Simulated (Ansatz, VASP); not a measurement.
**One calculation of Ca2F, two programs**

Contents of INCAR:

```
PREC = Accurate
ENCUT = 520
EDIFF = 1E-6
ISMEAR = 0
SIGMA = 0.1
LREAL = F
LASPH = T
NELM = 100
ALGO = Normal
ISIF = 2
LWAVE = F
LCHARG = F
LDIPOL = T
IDIPOL = 3
DIPOL = 0.5 0.5 0.500
GGA = PE
NBANDS = 20
```

The input KPOINTS:

```
regular mesh
0
Gamma
  6 6 1
```

POSCAR

```
Ca2F
1.0
    3.3916700000      0.0000000000      0.0000000000
   -1.6958350000      2.9372720000      0.0000000000
    0.0000000000      0.0000000000     17.0000000000
Ca F
2 1
Direct
    0.0000000000      0.0000000000      0.5880919700
    0.0000000000      0.0000000000      0.4119080300
    0.0000000000      0.0000000000      0.5000000000
```

Input for Ansatz:

```yaml
crystal:
  lattice:
    - [3.39167, 0.0, 0.0]
    - [-1.695835, 2.937272, 0.0]
    - [0.0, 0.0, 17.0]
  atoms:
    - { symbol: Ca, position: [0.0, 0.0, 0.58809197] }
    - { symbol: Ca, position: [0.0, 0.0, 0.41190803] }
    - { symbol: F, position: [0.0, 0.0, 0.5] }
  periodic: [true, true, false]
basis:
  ecutwfc: 420
kpoints:
  mp_grid: { grid: [6, 6, 1] }
hamiltonian:
  xc: pbe
scf:
  occupations: { method: gaussian, width: 0.1 }
  lower_state_search: "off"
output:
  forces: true
  stress: true
  eigenvalues: true
```

Alike in both runs: task single point; functional PBE; k mesh 6 × 6 × 1; occupations gaussian, width 0.1 eV; no spin polarisation.

|  | VASP | Ansatz |
| --- | --- | --- |
| version | VASP 6.6.1 | Ansatz 0.2.0 |
| potentials or method | VASP PAW PBE potentials, release 64 (Ca_sv, F), cutoff 520 eV | scalar-relativistic, plane waves, PAW |
| valence electrons in the cell | 27 | 27 |

|  | VASP | Ansatz | Ansatz less VASP |
| --- | --- | --- | --- |
| gap on the k mesh at the Fermi level (eV) | none | none | - |
| rms of the force components (eV/Å) | 13.160 | 11.982 | -1.1776 |

Atom by atom the forces differ by 1.178 eV/Å (rms over components). A gap of «none» marks a metal or a gap that the smearing closes. Ansatz's warnings: slab cell height set.
